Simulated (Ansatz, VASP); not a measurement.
One calculation of HgTe, two programs

INCAR

```
SYSTEM = HgTe
PREC = Accurate
ENCUT = 600
EDIFF = 1E-7
ISMEAR = -1
SIGMA = 0.05
LREAL = .False.
LASPH = .True.
NELM = 60
ALGO = Normal
ISIF = 3
LWAVE = .False.
LCHARG = .False.
GGA = CA
IBRION = 2
NSW = 60
EDIFFG = -0.01
```

KPOINTS

```
regular mesh
0
Gamma
  10 10 10
  0 0 0
```

The input POSCAR:

```
HgTe
1.0
   -3.0456030000      3.0456030000      1.5594100000
    3.0456030000     -3.0456030000      1.5594100000
    3.0456030000      3.0456030000     -1.5594100000
Hg Te
1 1
Direct
    0.7500000000      0.2500000000      0.5000000000
    0.0000000000      0.0000000000      0.0000000000
```

The input input.yaml:

```yaml
crystal:
  lattice:
    - [-3.045603, 3.045603, 1.55941]
    - [3.045603, -3.045603, 1.55941]
    - [3.045603, 3.045603, -1.55941]
  atoms:
    - { symbol: Hg, position: [0.75, 0.25, 0.5] }
    - { symbol: Te, position: [0.0, 0.0, 0.0] }
hamiltonian:
  xc: lda
  pseudopotentials: { kind: paw }
kpoints:
  mp_grid: { grid: [10, 10, 10] }
scf:
  occupations: { method: fermi_dirac, width: 0.05 }
output:
  forces: true
  stress: true
  eigenvalues: true
relax:
  f_tol: 0.01
  max_steps: 40
  cell: { stress_tol: 0.05 }
```

Alike in both runs: task relaxation of cell and atoms; functional LDA; k mesh 10 × 10 × 10; occupations fermi-dirac, width 0.05 eV; no spin polarisation.

|  | VASP | Ansatz |
| --- | --- | --- |
| version | VASP 6.6.1 | Ansatz 0.2.0 |
| potentials or method | VASP PAW LDA potentials, release 64 (Hg, Te) | Ansatz PAW |
| plane-wave cutoff (eV) | 600 | 420 |
| valence electrons in the cell | 18 | 36 |

```tsv
	VASP	Ansatz	Ansatz less VASP
gap on the k mesh at the Fermi level, each at its own relaxed structure (eV)	none	none	-
relaxed volume (Å³/atom)	25.95	25.79	-0.156
relaxed length of the cell vector where the two differ most in proportion (Å)	4.347	4.337	-0.0097
```

LDA's correlation is that of Perdew and Zunger in VASP and of Perdew and Wang (1992) in Ansatz. A gap of «none» marks a metal or a gap that the smearing closes. VASP's potentials hold 18 valence electrons a cell and Ansatz's 36, so a difference there can come from the potentials and not from the codes.

Spin-orbit coupling is off throughout. Noted on Ansatz's run: the plane-wave basis is chosen anew once the cell has moved, so the energies of steps on either side of that aren't comparable.
